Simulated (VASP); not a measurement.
Set up this calculation in VASP 6.6.1, as the native input.

| Quantity | Value |
| --- | --- |
| Task | single point |
| Functional | PBE |
| Potentials or basis | VASP PAW PBE potentials, release 64 (Cu) |
| Cutoff | 520 eV |
| k mesh | 16 × 11 × 1 |
| Occupations | fermi-dirac, width 0.05 eV |
| Spin | no spin polarisation |
| Dipole correction | yes |
| Further INCAR settings | ALGO = Normal; EDIFF = 1e-07; NBANDS = 36 |

The structure of Cu lies in POSCAR:

```
Cu
1.0
    2.5664536728      0.0000000000      0.0000000000
    0.0000000000      3.6295135912      0.0000000000
    0.0000000000      0.0000000000     21.1329000000
Cu
5
Direct
    0.0000000000      0.0000000000      0.3825828970
    0.5000000000      0.5000000000      0.4376865925
    0.0000000000      0.0000000000      0.4999999999
    0.5000000000      0.5000000000      0.5623134078
    0.0000000000      0.0000000000      0.6174171029
```

These files were run (other wordings do the same):

INCAR

```
SYSTEM = Cu
PREC = Accurate
ENCUT = 520
EDIFF = 1E-7
ISMEAR = -1
SIGMA = 0.05
LREAL = .FALSE.
LASPH = .TRUE.
NELM = 100
ALGO = Normal
ISIF = 2
LWAVE = .FALSE.
LCHARG = .FALSE.
LDIPOL = .TRUE.
IDIPOL = 3
DIPOL = 0.5 0.5 0.500
GGA = PE
NBANDS = 36
```

KPOINTS

```
Automatic mesh
0
G
  16 11 1
  0 0 0
```

Potentials or basis: VASP PAW PBE potentials, release 64 (Cu).

Run with:

```bash
$ cat potpaw_PBE.64/Cu/POTCAR > POTCAR
$ mpirun -np 1 vasp_std > vasp.out
```

Results of the run:

The largest force is 0.037 eV/Å and the band gap on the k mesh is zero (an odd number of electrons rules out a gap without spin polarisation).

Run time: 7.9 min on 1 thread of Intel(R) Xeon(R) Platinum 8488C (Sapphire Rapids), with other jobs on the host, peak memory 0.45 GiB.
